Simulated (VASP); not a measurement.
Au:

```xyz
1
Lattice="2.6865 0.0000 0.0000 0.0000 2.6865 0.0000 0.0000 0.0000 2.6865" Properties=species:S:1:pos:R:3 pbc="T T T"
Au    0.0000    0.0000    0.0000
```

This isn't the form of Au at room conditions, which is fcc.

* Program: VASP 6.6.1
* Task: relaxation of cell and atoms
* Functional: PBE
* Potentials or basis: VASP PAW PBE potentials, release 64 (Au)
* Cutoff: 600 eV
* k mesh: 15 × 15 × 15
* Occupations: fermi-dirac, width 0.05 eV
* Spin: no spin polarisation

At the start: pressure 8.7 GPa; volume 19.39 Å³/atom.

Question: Where does the relaxation end?

Answer: Over 4 steps the energy falls by 34.0 meV/atom and the volume is 20.73 Å³/atom (+6.9 %); space group Pm-3m (No. 221, to 0.1 Å) before and after.

The path:
```tsv
step	energy change (eV)	largest force (eV/Å)	pressure (GPa)	volume (Å³)
1	0.0000	0.0000	8.73	19.39
2	0.0082	0.0000	-6.90	22.51
3	-0.0340	0.0000	-0.11	20.76
4	-0.0340	0.0000	0.02	20.73
```

Final structure:
```xyz
1
Lattice="2.7469 0.0000 0.0000 0.0000 2.7469 0.0000 0.0000 0.0000 2.7469" Properties=species:S:1:pos:R:3 pbc="T T T"
Au    0.0000    0.0000    0.0000
```
